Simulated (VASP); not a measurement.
# Ru in VASP: single point with r2SCAN+rVV10

Aim: the single point of Ru with r2SCAN+rVV10.

All numbers are computed with VASP 6.6.1; they aren't measurements. Logs are shortened: lines on timing, memory, paths and dates and some standing lists are left out, and cuts for length are marked.

## Step 1: The cell of the first run

The cell holds a slab with vacuum, 4 atoms: a = 2.696 Å, b = 2.696 Å, c = 27.249 Å, α = 90.00°, β = 90.00°, γ = 120.00°.

## Step 2: Single point, r2SCAN+rVV10

File POSCAR:

```
Ru
1.0
    2.6958972194      0.0000000000      0.0000000000
   -1.3479486097      2.3347154780      0.0000000000
    0.0000000000      0.0000000000     27.2494191135
Ru
4
Direct
    0.3333333333      0.6666666667      0.2201881800
    0.6666666667      0.3333333333      0.2957238649
    0.3333333333      0.6666666667      0.3737823073
    0.6666666667      0.3333333333      0.4514709562
```

File INCAR.step1:

```
ALGO = Normal
DIPOL = 0.5 0.5 0.335
EDIFF = 1E-5
ENCUT = 440
GGA = PE
GGA_COMPAT = F
IDIPOL = 3
ISMEAR = 1
LASPH = T
LCHARG = F
LDIPOL = T
LREAL = F
LWAVE = T
NBANDS = 36
NELM = 120
NELMDL = -8
PREC = Accurate
SIGMA = 0.1
```

File INCAR.step2:

```
ALGO = Normal
BPARAM = 11.95
CPARAM = 0.0093
DIPOL = 0.5 0.5 0.335
EDIFF = 1E-6
ENCUT = 440
GGA_COMPAT = F
IDIPOL = 3
ISIF = 2
ISMEAR = 1
ISTART = 1
IVDW_NL = 2
LASPH = T
LCHARG = F
LDIPOL = T
LMIXTAU = T
LREAL = F
LUSE_VDW = T
LWAVE = F
METAGGA = R2SCAN
NBANDS = 36
NELM = 120
PREC = Accurate
SIGMA = 0.1
```

File KPOINTS:

```
k-points
0
Gamma
  18 18 1
```

Potentials or basis: VASP PAW PBE potentials, release 64 (Ru_pv).

Launch:

```bash
$ cat potpaw_PBE.64/Ru_pv/POTCAR > POTCAR
$ cp INCAR.step1 INCAR
$ mpirun -np 1 vasp_std > vasp.out
$ cp INCAR.step2 INCAR
$ mpirun -np 1 vasp_std > vasp.out
```

OUTCAR:

```text
BPARAM = 11.95
   EDIFF = 1E-6
   ENCUT = 440
   ISIF = 2
   ISMEAR = 1
   ISTART = 1
   IVDW_NL = 2
   LASPH = T
   LREAL = F
   METAGGA = R2SCAN
   NELM = 120
   PREC = Accurate

 ion  position               nearest neighbor table
   1  0.333  0.667  0.220-   2 2.58   2 2.58   2 2.58
   2  0.667  0.333  0.296-   1 2.58   1 2.58   1 2.58   3 2.64   3 2.64   3 2.64
   3  0.333  0.667  0.374-   4 2.63   4 2.63   4 2.63   2 2.64   2 2.64   2 2.64
   4  0.667  0.333  0.451-   3 2.63   3 2.63   3 2.63

  LATTYP: Found a hexagonal cell.
 ALAT       =     2.6958972194
 C/A-ratio  =    10.1077366442

  Lattice vectors:

 A1 = (   2.6958972194,   0.0000000000,   0.0000000000)
 A2 = (  -1.3479486097,   2.3347154780,   0.0000000000)
 A3 = (   0.0000000000,   0.0000000000,  27.2494191135)

Analysis of symmetry for initial positions (statically):
=====================================================================
 Subroutine PRICEL returns:
 Original cell was already a primitive cell.

 Routine SETGRP: Setting up the symmetry group for a
 hexagonal supercell.

 Subroutine GETGRP returns: Found  6 space group operations
 (whereof  6 operations were pure point group operations)
 out of a pool of 24 trial point group operations.

The static configuration has the point symmetry C_3v.

Analysis of symmetry for dynamics (positions and initial velocities):
=====================================================================
 Subroutine PRICEL returns:
 Original cell was already a primitive cell.

 Routine SETGRP: Setting up the symmetry group for a
 hexagonal supercell.

 Subroutine GETGRP returns: Found  6 space group operations
 (whereof  6 operations were pure point group operations)
 out of a pool of 24 trial point group operations.

The dynamic configuration has the point symmetry C_3v.

 Subroutine INISYM returns: Found  6 space group operations
 (whereof  6 operations are pure point group operations),
 and found     1 'primitive' translations

----------------------------------------------------------------------------------------

                                     Primitive cell

  volume of cell :     171.5120

  direct lattice vectors                    reciprocal lattice vectors
     2.695897219  0.000000000  0.000000000     0.370934023  0.214158858  0.000000000
    -1.347948610  2.334715478  0.000000000     0.000000000  0.428317716  0.000000000
     0.000000000  0.000000000 27.249419114     0.000000000  0.000000000  0.036698030

  length of vectors
     2.695897219  2.695897219 27.249419114     0.428317716  0.428317716  0.036698030

  position of ions in fractional coordinates (direct lattice)
     0.333333333  0.666666667  0.220188180
     0.666666667  0.333333333  0.295723865
     0.333333333  0.666666667  0.373782307
     0.666666667  0.333333333  0.451470956

  ion indices of the primitive-cell ions
   primitive index   ion index
                 1           1
                 2           2
                 3           3
                 4           4

----------------------------------------------------------------------------------------

 KPOINTS: k-points

Automatic generation of k-mesh.
 Grid dimensions read from file:
 generate k-points for:   18   18    1

 Generating k-lattice:

  Cartesian coordinates                     Fractional coordinates (reciprocal lattice)
     0.020607446  0.011897714  0.000000000     0.055555556  0.000000000  0.000000000
     0.000000000  0.023795429  0.000000000     0.000000000  0.055555556  0.000000000
     0.000000000  0.000000000  0.036698030     0.000000000  0.000000000  1.000000000

  Length of vectors
     0.023795429  0.023795429  0.036698030

  Shift w.r.t. Gamma in fractional coordinates (k-lattice)
     0.000000000  0.000000000  0.000000000

 Subroutine IBZKPT returns following result:
 ===========================================

 Found     37 irreducible k-points:

 Following reciprocal coordinates:
            Coordinates               Weight
  0.000000  0.000000  0.000000      1.000000
  0.055556 -0.000000  0.000000      6.000000
  0.111111 -0.000000  0.000000      6.000000
  0.166667  0.000000  0.000000      6.000000
  0.222222 -0.000000  0.000000      6.000000
  0.277778 -0.000000  0.000000      6.000000
[... 16 lines left out ...]
  0.333333  0.111111  0.000000     12.000000
  0.388889  0.111111  0.000000     12.000000
 [... further k-points ...]
   k-points           NKPTS =     37   k-points in BZ     NKDIM =     37   number of bands    NBANDS=     36
   number of dos      NEDOS =    301   number of ions     NIONS =      4
   total plane-waves  NPLWV =  62208
   dimension x,y,z NGX =    18 NGY =   18 NGZ =  192
   dimension x,y,z NGXF=    36 NGYF=   36 NGZF=  384
   ions per type =               4
   NGX,Y,Z   is equivalent  to a cutoff of  11.10, 11.10, 11.71 a.u.
   NGXF,Y,Z  is equivalent  to a cutoff of  22.20, 22.20, 23.43 a.u.
 SYSTEM =  unknown system
   PREC   = accura    normal or accurate (medium, high low for compatibility)
   ISTART =      1    job   : 0-new  1-cont  2-samecut
   ICHARG =      0    charge: 1-file 2-atom 10-const
   ISPIN  =      1    spin polarized calculation?
   LNONCOLLINEAR =      F non collinear calculations
   LSORBIT =      F    spin-orbit coupling
   LASPH  =      T    aspherical Exc in radial PAW
   ENCUT  =  440.0 eV  32.34 Ry    5.69 a.u.   4.61  4.61 46.61*2*pi/ulx,y,z
   NELM   =    120;   NELMIN=  2; NELMDL=  0     # of ELM steps
   EDIFF  = 0.1E-05   stopping-criterion for ELM
   LREAL  =      F    real-space projection
   EDIFFG = 0.1E-04   stopping-criterion for IOM
   NSW    =      0    number of steps for IOM
   IBRION =     -1    ionic relax: 0-MD 1-quasi-New 2-CG
   NFREE  =      0    steps in history (QN), initial steepest desc. (CG)
   ISIF   =      2    stress and relaxation
   ISYM   =      2    0-nonsym 1-usesym 2-fastsym
   POTIM  = 0.5000    time-step for ionic-motion
   TEBEG  =    0.0;   TEEND  =   0.0 temperature during run
   PSTRESS=    0.0 pullay stress
   NELECT =      56.0000    total number of electrons
   NUPDOWN=      -1.0000    fix difference up-down
   EMIN   =  10.00;   EMAX   =-10.00  energy-range for DOS
   EFERMI =   0.00;   METHOD = LEGACY
   ISMEAR =     1;   SIGMA  =   0.10  broadening in eV -4-tet -1-fermi 0-gaus
   EFERMI_NEDOS =   21; number of points for ismear=-14 and -15
   IALGO  =     38    algorithm
   IMIX   =      4    mixing-type and parameters
     AMIX     =   0.40;   BMIX     =  1.00
     AMIX_MAG =   1.60;   BMIX_MAG =  1.00
  volume/ion in A,a.u.               =      42.88       289.36
  Fermi-wavevector in a.u.,A,eV,Ry     =   1.127300  2.130287 17.290341  1.270804
  Thomas-Fermi vector in A             =   2.263985
   LORBIT       =      0    0 simple, 1 ext, 2 COOP (PROOUT), +10 PAW based schemes
   METAGGA = R2SCAN    functional components
   LHFCALC =     F    Hartree Fock is set to
   AEXX    =    0.0000 exact exchange contribution
   IVDW_NL    =     2    kernel type
   BPARAM     =11.9500
   IVDW    =     0    specifies the selected vdW correction
   LEPSILON=     F    determine dielectric tensor
   LRPA    =     F    only Hartree local field effects (RPA)
 non-spin polarized calculation
 Methfessel and Paxton  Order N= 1 SIGMA  =   0.10
  energy-cutoff  :      440.00
  volume of cell :      171.51
 maximum number of plane-waves:      3638
   NGX =  9   NGY =  9   NGZ = 93

 dipolmoment           0.000000      0.000000     -0.002518 electrons x Angstroem

 number of electron      55.9999994 magnetization

 dipolmoment           0.000000      0.000000      0.001361 electrons x Angstroem

 Free energy of the ion-electron system (eV)
  ---------------------------------------------------
  ext. energy  EPLUGINS =         0.00000000
  ---------------------------------------------------
  free energy    TOTEN  =       -98.19873824 eV

  energy without entropy =      -98.20332663  energy(sigma->0) =      -98.20026770

 E-fermi :   0.5564     XC(G=0):  -5.5502

 val. band max:        0.5386344561   @ k =   0.1667   0.0000   0.0000
 cond. band min:       0.5820887363   @ k =   0.4444   0.1111   0.0000
 fundamental gap:      0.0434542802
 Fermi energy:         0.5563919245

 k-point     1 :       0.0000    0.0000    0.0000
  band No.  band energies     occupation
      1     -44.5783      2.00000
      2     -44.0811      2.00000
      3     -43.6682      2.00000
      4     -43.6682      2.00000
      5     -43.5550      2.00000
      6     -43.5550      2.00000
[... 28 lines left out ...]
     35       1.7690     -0.00000
     36       1.8058     -0.00000

 k-point     2 :       0.0556   -0.0000    0.0000
  band No.  band energies     occupation
      1     -44.5692      2.00000
      2     -44.0824      2.00000
      3     -43.6903      2.00000
      4     -43.6757      2.00000
      5     -43.6022      2.00000
      6     -43.5603      2.00000
[... 28 lines left out ...]
     35       1.8394     -0.00000
     36       1.9779     -0.00000

 k-point     3 :       0.1111   -0.0000    0.0000
  band No.  band energies     occupation
      1     -44.5430      2.00000
      2     -44.0900      2.00000
      3     -43.7518      2.00000
      4     -43.6971      2.00000
      5     -43.6900      2.00000
      6     -43.5756      2.00000
[... 28 lines left out ...]
     35       1.9239     -0.00000
     36       2.6710      0.00000

 k-point     4 :       0.1667    0.0000    0.0000
  band No.  band energies     occupation
      1     -44.5032      2.00000
      2     -44.1186      2.00000
      3     -43.8462      2.00000
      4     -43.7861      2.00000
      5     -43.7293      2.00000
      6     -43.5994      2.00000
[... 28 lines left out ...]
     35       2.0269     -0.00000
     36       3.4206      0.00000

 k-point     5 :       0.2222   -0.0000    0.0000
  band No.  band energies     occupation
      1     -44.4566      2.00000
      2     -44.1873      2.00000
      3     -43.9676      2.00000
      4     -43.8581      2.00000
      5     -43.7682      2.00000
      6     -43.6288      2.00000
[... 655 lines left out ...]
 k-point    22 :       0.2778    0.1111    0.0000
  band No.  band energies     occupation
      1     -44.4077      2.00000
      2     -44.3904      2.00000
      3     -44.1738      2.00000
      4     -43.9761      2.00000
      5     -43.8926      2.00000
      6     -43.7680      2.00000
[... 28 lines left out ...]
     35       3.7229      0.00000
     36       6.0672      0.00000

 k-point    23 :       0.3333    0.1111    0.0000
  band No.  band energies     occupation
      1     -44.4857      2.00000
      2     -44.4349      2.00000
      3     -44.1856      2.00000
      4     -44.0400      2.00000
      5     -43.9274      2.00000
      6     -43.8100      2.00000
[... 28 lines left out ...]
     35       4.6795      0.00000
     36       6.8181      0.00000

 k-point    24 :       0.3889    0.1111    0.0000
  band No.  band energies     occupation
      1     -44.5434      2.00000
      2     -44.4736      2.00000
      3     -44.1806      2.00000
      4     -44.0888      2.00000
      5     -43.9490      2.00000
      6     -43.8446      2.00000
[... 28 lines left out ...]
     35       5.6058      0.00000
     36       7.1856      0.00000

 [... further k-points ...]

------------------------ aborting loop because EDIFF is reached ----------------------------------------

 vacuum level on the upper side and lower side of the slab       (xc-potential included)         0.069         0.031

  FORCE on cell =-STRESS in cart. coord.  units (eV):
  Direction    XX          YY          ZZ          XY          YZ          ZX
  --------------------------------------------------------------------------------------
  -------------------------------------------------------------------------------------
  Total       -3.1208151     -3.1208151     -0.7184886     -0.0000000      0.0000000      0.0000000
  in kB      -29.1530558    -29.1530558     -6.7117521     -0.0000000      0.0000000      0.0000000
  external PRESSURE =     -21.6726212 kB  Pullay stress =       0.0000000 kB

 VOLUME and BASIS-vectors are now :
 -----------------------------------------------------------------------------
  energy-cutoff  :      440.00
  volume of cell :      171.51
      direct lattice vectors                 reciprocal lattice vectors
     2.695897219  0.000000000  0.000000000     0.370934023  0.214158858  0.000000000
    -1.347948610  2.334715478  0.000000000     0.000000000  0.428317716  0.000000000
     0.000000000  0.000000000 27.249419114     0.000000000  0.000000000  0.036698030

 POSITION                                       TOTAL-FORCE (eV/Angst)
 -----------------------------------------------------------------------------------
     -0.00000      1.55648      6.00000         0.000000     -0.000000     -0.110151
      1.34795      0.77824      8.05830         0.000000     -0.000000      0.049514
     -0.00000      1.55648     10.18535        -0.000000     -0.000000      0.512452
      1.34795      0.77824     12.30232        -0.000000      0.000000     -0.451816
 -----------------------------------------------------------------------------------
    total drift:                               -0.000000      0.000000      0.000172

  FREE ENERGIE OF THE ION-ELECTRON SYSTEM (eV)
  ---------------------------------------------------
  free  energy   TOTEN  =       -98.1987382380 eV

  energy  without entropy=      -98.2033266273  energy(sigma->0) =      -98.20026770

 vacuum level on the upper side and lower side of the slab         5.797         5.763
```

Run time: 14 min. Hardware: 1 thread of Oxide Virtual Turin-like, shared host; peak memory 0.51 GiB.

Results:

* Free energy: -98.1987 eV
* Largest force: 0.512 eV/Å
* Band gap on the k mesh: zero (bands 28 and 29 overlap by 2.56 eV)

Forces on the atoms (eV/Å):
```
Ru   0.000  0.000 -0.110
Ru   0.000  0.000  0.050
Ru   0.000  0.000  0.512
Ru   0.000  0.000 -0.452
```

Caveat: the PAW data sets were made with another functional, which shifts forces and pressure a little.

The gap in the log of VASP goes by the Fermi energy; the results here count the filled bands.